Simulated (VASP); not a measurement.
# LiF (Griceite) (Fm-3m) in VASP: further runs

The runs below take LiF (Griceite) through single point, with LDA, PBE.

Everything below comes from runs of VASP 6.6.1. Logs are shortened: lines on timing, memory, paths and dates and some standing lists are left out, and cuts for length are marked.

**1. The cell of the first run**

It takes space group Fm-3m (No. 225, cubic). The conventional cell has a = 4.055 Å, b = 4.055 Å, c = 4.055 Å, α = 90.00°, β = 90.00°, γ = 90.00°. F (site symmetry m-3m) has 6 Li at 2.03 Å within 2.7 Å. Within 2.7 Å of Li (site symmetry m-3m) lie 6 F at 2.03 Å.

**2. Single point, LDA (volume scaled by 1.02)**

File INCAR:

```
SYSTEM = LiF
  PREC = Accurate
  ENCUT = 520
  EDIFF = 1E-6
  ISMEAR = -1
  SIGMA = 0.05
  LREAL = .False.
  LASPH = .True.
  NELM = 60
  ALGO = Normal
  ISIF = 2
  LWAVE = .False.
  LCHARG = .False.
  NBANDS = 12
```

File KPOINTS:

```
regular mesh
0
Gamma
  11 11 11
  0 0 0
```

File POSCAR:

```
LiF
1.0
    0.0000000000      2.0273381371      2.0273381371
    2.0273381371      0.0000000000      2.0273381371
    2.0273381371      2.0273381371      0.0000000000
F Li
1 1
Direct
    0.5000000000      0.5000000000      0.5000000000
    0.0000000000      0.0000000000      0.0000000000
```

Potentials or basis: VASP PAW LDA potentials, release 64 (F, Li_sv).

Command:

```bash
$ cat potpaw_LDA.64/F/POTCAR potpaw_LDA.64/Li_sv/POTCAR > POTCAR
$ mpirun -np 1 vasp_std > vasp.out
```

OUTCAR:

```text
SYSTEM = LiF
   PREC = Accurate
   ENCUT = 520
   EDIFF = 1E-6
   ISMEAR = -1
   LREAL = .False.
   LASPH = .True.
   NELM = 60
   ISIF = 2

 ion  position               nearest neighbor table
   1  0.500  0.500  0.500-   2 2.03   2 2.03   2 2.03   2 2.03   2 2.03   2 2.03
   2  0.000  0.000  0.000-   1 2.03   1 2.03   1 2.03   1 2.03   1 2.03   1 2.03

  LATTYP: Found a face centered cubic cell.
 ALAT       =     4.0546762742

  Lattice vectors:

 A1 = (   0.0000000000,   2.0273381371,   2.0273381371)
 A2 = (   2.0273381371,   0.0000000000,   2.0273381371)
 A3 = (   2.0273381371,   2.0273381371,   0.0000000000)

Analysis of symmetry for initial positions (statically):
=====================================================================
 Subroutine PRICEL returns:
 Original cell was already a primitive cell.

 Routine SETGRP: Setting up the symmetry group for a
 face centered cubic supercell.

 Subroutine GETGRP returns: Found 48 space group operations
 (whereof 48 operations were pure point group operations)
 out of a pool of 48 trial point group operations.

The static configuration has the point symmetry O_h .

Analysis of symmetry for dynamics (positions and initial velocities):
=====================================================================
 Subroutine PRICEL returns:
 Original cell was already a primitive cell.

 Routine SETGRP: Setting up the symmetry group for a
 face centered cubic supercell.

 Subroutine GETGRP returns: Found 48 space group operations
 (whereof 48 operations were pure point group operations)
 out of a pool of 48 trial point group operations.

The dynamic configuration has the point symmetry O_h .

 Subroutine INISYM returns: Found 48 space group operations
 (whereof 48 operations are pure point group operations),
 and found     1 'primitive' translations

----------------------------------------------------------------------------------------

                                     Primitive cell

  volume of cell :      16.6651

  direct lattice vectors                    reciprocal lattice vectors
     0.000000000  2.027338137  2.027338137    -0.246628814  0.246628814  0.246628814
     2.027338137  0.000000000  2.027338137     0.246628814 -0.246628814  0.246628814
     2.027338137  2.027338137  0.000000000     0.246628814  0.246628814 -0.246628814

  length of vectors
     2.867089089  2.867089089  2.867089089     0.427173636  0.427173636  0.427173636

  position of ions in fractional coordinates (direct lattice)
     0.500000000  0.500000000  0.500000000
     0.000000000  0.000000000  0.000000000

  ion indices of the primitive-cell ions
   primitive index   ion index
                 1           1
                 2           2

----------------------------------------------------------------------------------------

 KPOINTS: regular mesh

Automatic generation of k-mesh.
 Grid dimensions read from file:
 generate k-points for:   11   11   11

 Generating k-lattice:

  Cartesian coordinates                     Fractional coordinates (reciprocal lattice)
    -0.022420801  0.022420801  0.022420801     0.090909091  0.000000000  0.000000000
     0.022420801 -0.022420801  0.022420801     0.000000000  0.090909091  0.000000000
     0.022420801  0.022420801 -0.022420801     0.000000000  0.000000000  0.090909091

  Length of vectors
     0.038833967  0.038833967  0.038833967

  Shift w.r.t. Gamma in fractional coordinates (k-lattice)
     0.000000000  0.000000000  0.000000000

 Subroutine IBZKPT returns following result:
 ===========================================

 Found     56 irreducible k-points:

 Following reciprocal coordinates:
            Coordinates               Weight
  0.000000  0.000000  0.000000      1.000000
  0.090909  0.000000  0.000000      8.000000
  0.181818  0.000000  0.000000      8.000000
  0.272727  0.000000  0.000000      8.000000
  0.363636  0.000000  0.000000      8.000000
  0.454545  0.000000  0.000000      8.000000
[... 16 lines left out ...]
 -0.272727  0.181818  0.000000     24.000000
 -0.181818  0.181818  0.000000     12.000000
 [... further k-points ...]
   k-points           NKPTS =     56   k-points in BZ     NKDIM =     56   number of bands    NBANDS=     12
   number of dos      NEDOS =    301   number of ions     NIONS =      2
   total plane-waves  NPLWV =  13824
   dimension x,y,z NGX =    24 NGY =   24 NGZ =   24
   dimension x,y,z NGXF=    48 NGYF=   48 NGZF=   48
   ions per type =               1   1
   NGX,Y,Z   is equivalent  to a cutoff of  13.92, 13.92, 13.92 a.u.
   NGXF,Y,Z  is equivalent  to a cutoff of  27.83, 27.83, 27.83 a.u.
 SYSTEM =  LiF
   PREC   = accura    normal or accurate (medium, high low for compatibility)
   ISTART =      0    job   : 0-new  1-cont  2-samecut
   ICHARG =      2    charge: 1-file 2-atom 10-const
   ISPIN  =      1    spin polarized calculation?
   LNONCOLLINEAR =      F non collinear calculations
   LSORBIT =      F    spin-orbit coupling
[... 64 lines left out ...]
      3      -1.4189      2.00000
      4      -1.4189      2.00000
      5      -1.4189      2.00000
      6       7.2386      0.00000
      7      21.7849      0.00000
      8      21.7849      0.00000
      9      21.7849      0.00000
     10      22.2937      0.00000
     11      22.2937      0.00000
     12      22.2937      0.00000

 k-point     2 :       0.0909    0.0000    0.0000
  band No.  band energies     occupation
      1     -41.2062      2.00000
      2     -20.9009      2.00000
      3      -1.6606      2.00000
      4      -1.4378      2.00000
      5      -1.4378      2.00000
      6       7.4804      0.00000
      7      19.4776      0.00000
      8      20.7285      0.00000
      9      20.7285      0.00000
     10      23.1862      0.00000
     11      23.1862      0.00000
     12      23.2005      0.00000

 k-point     3 :       0.1818    0.0000    0.0000
  band No.  band energies     occupation
      1     -41.1928      2.00000
      2     -20.8129      2.00000
      3      -2.2592      2.00000
      4      -1.4875      2.00000
      5      -1.4875      2.00000
      6       8.0386      0.00000
      7      17.1617      0.00000
      8      19.3848      0.00000
      9      19.3848      0.00000
     10      24.0234      0.00000
     11      24.3704      0.00000
     12      24.3704      0.00000

 k-point     4 :       0.2727    0.0000    0.0000
  band No.  band energies     occupation
      1     -41.1751      2.00000
      2     -20.6928      2.00000
      3      -2.9646      2.00000
      4      -1.5506      2.00000
      5      -1.5506      2.00000
      6       8.5739      0.00000
      7      15.6203      0.00000
      8      18.2012      0.00000
      9      18.2012      0.00000
     10      25.1687      0.00000
     11      25.8165      0.00000
     12      25.8165      0.00000

 k-point     5 :       0.3636    0.0000    0.0000
  band No.  band energies     occupation
      1     -41.1588      2.00000
      2     -20.5777      2.00000
      3      -3.5592      2.00000
      4      -1.6067      2.00000
      5      -1.6067      2.00000
      6       8.8278      0.00000
      7      14.9092      0.00000
      8      17.3454      0.00000
      9      17.3454      0.00000
     10      26.5544      0.00000
     11      27.3959      0.00000
     12      27.3959      0.00000
[... 228 lines left out ...]
      1     -41.1414      2.00000
      2     -20.4085      2.00000
      3      -3.8143      2.00000
      4      -2.3987      2.00000
      5      -1.8414      2.00000
      6      10.1283      0.00000
      7      13.9532      0.00000
      8      16.9604      0.00000
      9      17.1355      0.00000
     10      24.7611      0.00000
     11      29.1794      0.00000
     12      29.7789      0.00000

 k-point    22 :      -0.3636    0.1818    0.0000
  band No.  band energies     occupation
      1     -41.1444      2.00000
      2     -20.4376      2.00000
      3      -3.6654      2.00000
      4      -2.4794      2.00000
      5      -1.7241      2.00000
      6      10.0220      0.00000
      7      13.8926      0.00000
      8      17.1543      0.00000
      9      17.1742      0.00000
     10      26.3661      0.00000
     11      27.8177      0.00000
     12      28.1173      0.00000

 k-point    23 :      -0.2727    0.1818    0.0000
  band No.  band energies     occupation
      1     -41.1548      2.00000
      2     -20.5259      2.00000
      3      -3.3005      2.00000
      4      -2.4069      2.00000
      5      -1.5935      2.00000
      6       9.6981      0.00000
      7      14.2077      0.00000
      8      17.5083      0.00000
      9      17.5177      0.00000
     10      26.2164      0.00000
     11      26.2165      0.00000
     12      27.7297      0.00000

 k-point    24 :      -0.1818    0.1818    0.0000
  band No.  band energies     occupation
      1     -41.1695      2.00000
      2     -20.6424      2.00000
      3      -2.8783      2.00000
      4      -2.1379      2.00000
      5      -1.4910      2.00000
      6       9.0982      0.00000
      7      15.0947      0.00000
      8      17.9194      0.00000
      9      18.1846      0.00000
     10      24.6966      0.00000
     11      25.0005      0.00000
     12      27.9461      0.00000

 [... further k-points ...]
[... 5 lines left out ...]
  --------------------------------------------------------------------------------------
  -------------------------------------------------------------------------------------
  Total       -0.8089074     -0.8089074     -0.8089074      0.0000000      0.0000000      0.0000000
  in kB      -77.7679827    -77.7679827    -77.7679827      0.0000000      0.0000000      0.0000000
  external PRESSURE =     -77.7679827 kB  Pullay stress =       0.0000000 kB

 VOLUME and BASIS-vectors are now :
 -----------------------------------------------------------------------------
  energy-cutoff  :      520.00
  volume of cell :       16.67
      direct lattice vectors                 reciprocal lattice vectors
     0.000000000  2.027338137  2.027338137    -0.246628814  0.246628814  0.246628814
     2.027338137  0.000000000  2.027338137     0.246628814 -0.246628814  0.246628814
     2.027338137  2.027338137  0.000000000     0.246628814  0.246628814 -0.246628814

 POSITION                                       TOTAL-FORCE (eV/Angst)
 -----------------------------------------------------------------------------------
      2.02734      2.02734      2.02734         0.000000      0.000000     -0.000000
      0.00000      0.00000      0.00000        -0.000000     -0.000000      0.000000
 -----------------------------------------------------------------------------------
    total drift:                               -0.000000     -0.000000      0.000000

  FREE ENERGIE OF THE ION-ELECTRON SYSTEM (eV)
  ---------------------------------------------------
  free  energy   TOTEN  =       -10.4579672262 eV

  energy  without entropy=      -10.4579672262  energy(sigma->0) =      -10.45796723
```

Run time: 4.6 s. Hardware: 1 thread of Intel Xeon Platinum 8488C (Sapphire Rapids), shared host; peak memory 0.12 GiB.

What came out:

| Property | Result |
| --- | --- |
| Free energy | -10.4580 eV |
| Band gap on the k mesh | 8.66 eV, direct |

Levels at points of the mesh, in eV from the valence-band top:
```
           k point  band 3  band 4  band 5  band 6  band 7  band 8
(0.00, 0.00, 0.00)    0.00    0.00    0.00    8.66   23.20   23.20
```

Caveat: the cutoff is under 1.25 times the usual one of these potentials, so pressure, stress and relaxed cells hold a basis-set (Pulay) error. A k mesh can miss the band edges.

**3. Single point, LDA (volume scaled by 1.04)**

File INCAR:

```
SYSTEM = LiF
PREC = Accurate ; ENCUT = 520
EDIFF = 1E-6 ; ISMEAR = -1
SIGMA = 0.05 ; LREAL = .False.
LASPH = .True. ; NELM = 80
ALGO = Normal ; ISIF = 2
LWAVE = .False. ; LCHARG = .False.
GGA = CA ; NBANDS = 12
```

File KPOINTS:

```
Automatic mesh
0
Gamma
  11 11 11
  0 0 0
```

File POSCAR:

```
LiF
1.0
    0.0000000000      2.0405030393      2.0405030393
    2.0405030393      0.0000000000      2.0405030393
    2.0405030393      2.0405030393      0.0000000000
F Li
1 1
Direct
    0.5000000000      0.5000000000      0.5000000000
    0.0000000000      0.0000000000      0.0000000000
```

Potentials or basis: VASP PAW LDA potentials, release 64 (F, Li_sv).

Command:

```bash
$ cat potpaw_LDA.64/F/POTCAR potpaw_LDA.64/Li_sv/POTCAR > POTCAR
$ mpirun -np 1 vasp_std > vasp.out
```

It took 4.6 s on 1 thread of Intel Xeon Platinum 8488C (Sapphire Rapids), shared host; peak memory 0.12 GiB.

The run converged. Its results:

* Free energy: -10.4419 eV
* Band gap on the k mesh: 8.49 eV, direct

Levels at points of the mesh, in eV from the valence-band top:
```
           k point  band 2  band 3  band 4  band 5  band 6  band 7  band 8  band 9
(0.00, 0.00, 0.00)  -19.46    0.00    0.00    0.00    8.49   22.96   22.96   22.96
```

Caveat: the cutoff is under 1.25 times the usual one of these potentials, so pressure, stress and relaxed cells hold a basis-set (Pulay) error.

**4. Single point, LDA (volume scaled by 1.06)**

File INCAR:

```
PREC     = Accurate       # precision mode
ENCUT    = 520            # plane-wave cutoff, eV
EDIFF    = 1E-6           # SCF threshold, eV
ISMEAR   = -1             # smearing method
SIGMA    = 0.05           # smearing width, eV
LREAL    = F              # projectors in reciprocal space
LASPH    = T              # aspherical terms in the spheres
NELM     = 100            # most SCF steps
ALGO     = Normal         # electronic algorithm
ISIF     = 2              # what is computed and relaxed
LWAVE    = F              # write WAVECAR
LCHARG   = F              # write CHGCAR
GGA      = CA             # functional
NBANDS   = 12             # bands
```

File KPOINTS:

```
regular mesh
0
Gamma
  11 11 11
```

File POSCAR:

```
LiF
1.0
    0.0000000000      2.0535002244      2.0535002244
    2.0535002244      0.0000000000      2.0535002244
    2.0535002244      2.0535002244      0.0000000000
F Li
1 1
Direct
    0.5000000000      0.5000000000      0.5000000000
    0.0000000000      0.0000000000      0.0000000000
```

Command:

```bash
$ cat potpaw_LDA.64/F/POTCAR potpaw_LDA.64/Li_sv/POTCAR > POTCAR
$ mpirun -np 1 vasp_std > vasp.out
```

Wall time 4.6 s (1 thread of Intel Xeon Platinum 8488C (Sapphire Rapids), shared host); peak memory 0.12 GiB.

Results (log left out):

| Quantity | Value |
| --- | --- |
| Free energy | -10.4240 eV |
| Band gap on the k mesh | 8.33 eV, direct |

Levels at points of the mesh, in eV from the valence-band top:
```csv
k point,band 1,band 2,band 3,band 4,band 5,band 6,band 7,band 8,band 9,band 10
"(0.00, 0.00, 0.00)",-39.88,-19.41,0.00,0.00,0.00,8.33,22.72,22.72,22.72,23.34
```

Caveat: the cutoff is under 1.25 times the usual one of these potentials, so pressure, stress and relaxed cells hold a basis-set (Pulay) error.

**5. Single point, PBE (volume scaled by 0.96)**

File INCAR:

```
  PREC = Accurate
  ENCUT = 520
  EDIFF = 1E-6
  ISMEAR = -1
  SIGMA = 0.05
  LREAL = F
  LASPH = T
  NELM = 80
  ALGO = Normal
  ISIF = 2
  LWAVE = F
  LCHARG = F
  GGA = PE
  NBANDS = 12
```

KPOINTS is that of step 4.

File POSCAR:

```
LiF
1.0
    0.0000000000      1.9867804471      1.9867804471
    1.9867804471      0.0000000000      1.9867804471
    1.9867804471      1.9867804471      0.0000000000
F Li
1 1
Direct
    0.5000000000      0.5000000000      0.5000000000
    0.0000000000      0.0000000000      0.0000000000
```

Potentials or basis: VASP PAW PBE potentials, release 64 (F, Li_sv).

Command:

```bash
$ cat potpaw_PBE.64/F/POTCAR potpaw_PBE.64/Li_sv/POTCAR > POTCAR
$ mpirun -np 1 vasp_std > vasp.out
```

Run time: 19 s. Hardware: 1 thread of AMD EPYC 7R13 (Zen 3), shared host; peak memory 0.1 GiB.

Results (log left out):

- Free energy: -9.6220 eV
- Band gap on the k mesh: 9.46 eV, direct

Levels at points of the mesh, in eV from the valence-band top:
```
           k point  band 1  band 2  band 3  band 4  band 5  band 6  band 7  band 8  band 9  band 10
(0.00, 0.00, 0.00)  -40.83  -20.09    0.00    0.00    0.00    9.46   24.51   24.51   24.51    24.73
```

Caveat: the cutoff is under 1.25 times the usual one of these potentials, so pressure, stress and relaxed cells hold a basis-set (Pulay) error.

**6. Single point, PBE (volume scaled by 1.02)**

File INCAR:

```
PREC     = Accurate       # precision mode
ENCUT    = 520            # plane-wave cutoff, eV
EDIFF    = 1E-6           # SCF threshold, eV
ISMEAR   = -1             # smearing method
SIGMA    = 0.05           # smearing width, eV
LREAL    = F              # projectors in reciprocal space
LASPH    = T              # aspherical terms in the spheres
NELM     = 100            # most SCF steps
ALGO     = Normal         # electronic algorithm
ISIF     = 2              # what is computed and relaxed
LWAVE    = F              # write WAVECAR
LCHARG   = T              # write CHGCAR
GGA      = PE             # functional
LELF     = T              # ELF
LVHAR    = T            
NBANDS   = 12             # bands
```

KPOINTS is that of step 5.

File POSCAR:

```
LiF
1.0
    0.0000000000      2.0273381371      2.0273381371
    2.0273381371      0.0000000000      2.0273381371
    2.0273381371      2.0273381371      0.0000000000
F Li
1 1
Direct
    0.5000000000      0.5000000000      0.5000000000
    0.0000000000      0.0000000000      0.0000000000
```

Potentials or basis: VASP PAW PBE potentials, release 64 (F, Li_sv).

Command:

```bash
$ cat potpaw_PBE.64/F/POTCAR potpaw_PBE.64/Li_sv/POTCAR > POTCAR
$ mpirun -np 1 vasp_std > vasp.out
```

It used 15 s of CPU time on 1 thread of AMD EPYC 7R13 Processor (Zen 3), on a shared host.

Results (log left out):

```
Free energy            : -9.6405 eV
Band gap on the k mesh : 8.91 eV, direct
```

Levels at points of the mesh, in eV from the valence-band top:
```csv
k point,band 2,band 3,band 4,band 5,band 6,band 7,band 8,band 9
"(0.00, 0.00, 0.00)",-19.92,0.00,0.00,0.00,8.91,23.71,23.71,23.71
```

Caveat: the cutoff is under 1.25 times the usual one of these potentials, so pressure, stress and relaxed cells hold a basis-set (Pulay) error. A k mesh can miss the band edges.

**7. The runs side by side**

| level | potentials or basis | cell | gap on the mesh (eV) |
| --- | --- | --- | --- |
| LDA | VASP PAW LDA potentials, release 64 (F, Li_sv) | a = 2.867 Å, angles 60.0°, 2 atoms | 8.66 |
| LDA | VASP PAW LDA potentials, release 64 (F, Li_sv) | a = 2.886 Å, angles 60.0°, 2 atoms | 8.49 |
| LDA | VASP PAW LDA potentials, release 64 (F, Li_sv) | a = 2.904 Å, angles 60.0°, 2 atoms | 8.33 |
| PBE | VASP PAW PBE potentials, release 64 (F, Li_sv) | a = 2.810 Å, angles 60.0°, 2 atoms | 9.46 |
| PBE | VASP PAW PBE potentials, release 64 (F, Li_sv) | a = 2.867 Å, angles 60.0°, 2 atoms | 8.91 |

Alike in all rows: task single point; no spin polarisation; k mesh 11 × 11 × 11; cutoff (eV) 520; smearing fermi-dirac 0.05 eV.

Caveats: the cutoff is under 1.25 times the usual one of these potentials, so pressure, stress and relaxed cells hold a basis-set (Pulay) error.

Total energies depend on the potentials used, so only differences within one code and one set of settings carry meaning.
